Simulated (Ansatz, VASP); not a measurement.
# Two plane-wave programs on Ga2PN

```
Ga P N
1.0
    -2.52320    2.52320    4.94980
     2.52320   -2.52320    4.94980
     2.52320    2.52320   -4.94980
Ga P N
4 2 2
Direct
  0.56734 0.62500 0.44234
  0.18266 0.12500 0.55766
  0.87500 0.43266 0.05766
  0.37500 0.81734 0.94234
  0.00000 0.00000 0.00000
  0.75000 0.25000 0.50000
  0.50000 0.50000 0.00000
  0.25000 0.75000 0.50000
```

Alike in both runs: functional PBE; k mesh 8 × 8 × 8; occupations gaussian, width 0.02 eV; no spin polarisation.

Ansatz relaxed the structure, and its values are those at the end. VASP's run is a single point on that final structure, the one shown.

```csv
,VASP,Ansatz
version,VASP 6.6.1,Ansatz 0.2.0
potentials or method,"VASP PAW PBE potentials, release 64 (Ga_d, P, N), cutoff 520 eV","scalar-relativistic, plane waves, PAW"
valence electrons in the cell,72,72
```

VASP gave:

| Item | Value |
| --- | --- |
| gap on the k mesh at the Fermi level (eV) | 1.13 |
| least direct gap on the mesh (eV) | 1.13 |
| pressure (GPa) | -0.1 |
| rms of the force components (eV/Å) | 0.010 |

Problem. What did Ansatz give for the same quantities?

Solution. gap on the k mesh at the Fermi level (eV): 1.13; least direct gap on the mesh (eV): 1.13; pressure (GPa): 0.0; rms of the force components (eV/Å): 0.000.
